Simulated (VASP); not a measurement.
Here is a VASP 6.6.1 calculation.

The input INCAR:

```
SYSTEM = Si
ALGO     = Normal         ! electronic algorithm
EDIFF    = 1E-8           ! SCF threshold, eV
ENCUT    = 520            ! plane-wave cutoff, eV
IBRION   = 6              ! ionic algorithm
ISIF     = 2              ! what is computed and relaxed
ISMEAR   = 0              ! smearing method
LASPH    = .TRUE.         ! aspherical terms in the spheres
LCHARG   = .FALSE.        ! write CHGCAR
LMIXTAU  = .TRUE.       
LREAL    = .FALSE.        ! projectors in reciprocal space
LWAVE    = .FALSE.        ! write WAVECAR
METAGGA  = R2SCAN         ! meta-GGA
NBANDS   = 11             ! bands
NELM     = 100            ! most SCF steps
NFREE    = 2            
NSW      = 1              ! ionic steps
POTIM    = 0.015          ! step
PREC     = Accurate       ! precision mode
SIGMA    = 0.01           ! smearing width, eV
```

KPOINTS

```
k-points
0
G
  8 8 8
  0 0 0
```

Contents of POSCAR:

```
Si
1.0
    0.0000000000      2.7220493453      2.7220493453
    2.7220493453      0.0000000000      2.7220493453
    2.7220493453      2.7220493453      0.0000000000
Si
2
Direct
    0.5000000000      0.5000000000      0.5000000000
    0.7500000000      0.7500000000      0.7500000000
```

Potentials or basis: VASP PAW PBE potentials, release 64 (Si).

Run with:

```console
$ cat potpaw_PBE.64/Si/POTCAR > POTCAR
$ mpirun -np 1 vasp_std > vasp.out
```

What does it give for the highest phonon frequency at Γ?

518 cm⁻¹.

Phonon frequencies in cm⁻¹ (negative: imaginary):
```
              q point        frequencies
(0.000, 0.000, 0.000)  0 0 0 518 518 518
```
